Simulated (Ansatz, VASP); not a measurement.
One calculation of BaTiO3, two programs

```
Ba Ti O
1.0
     2.82421    1.63056    2.30596
    -2.82421    1.63056    2.30596
     0.00000   -3.26111    2.30596
Ba Ti O
1 1 3
Direct
  0.00015 0.00015 0.00015
  0.50015 0.50015 0.50015
  0.50015 0.00015 0.50015
  0.50015 0.50015 0.00015
  0.00015 0.50015 0.50015
```

Alike in both runs: functional r2SCAN; k mesh 9 × 9 × 9; occupations gaussian, width 0.02 eV; no spin polarisation.

Ansatz relaxed the structure, and its values are those at the end. VASP's run is a single point on that final structure, the one shown.

```csv
,VASP,Ansatz
version,VASP 6.6.1,Ansatz 0.2.0
potentials or method,"VASP PAW PBE potentials, release 64 (Ba_sv, Ti_sv, O), cutoff 660 eV","scalar-relativistic, plane waves, PAW"
valence electrons in the cell,40,40
```

```tsv
	VASP	Ansatz	Ansatz less VASP
gap on the k mesh at the Fermi level (eV)	2.19	2.21	+0.023
least direct gap on the mesh (eV)	2.30	2.28	-0.021
pressure (GPa)	1.8	0.0	-1.80
```

VASP's potentials were made for PBE, not for r2SCAN.

Neither program's run includes spin-orbit coupling.
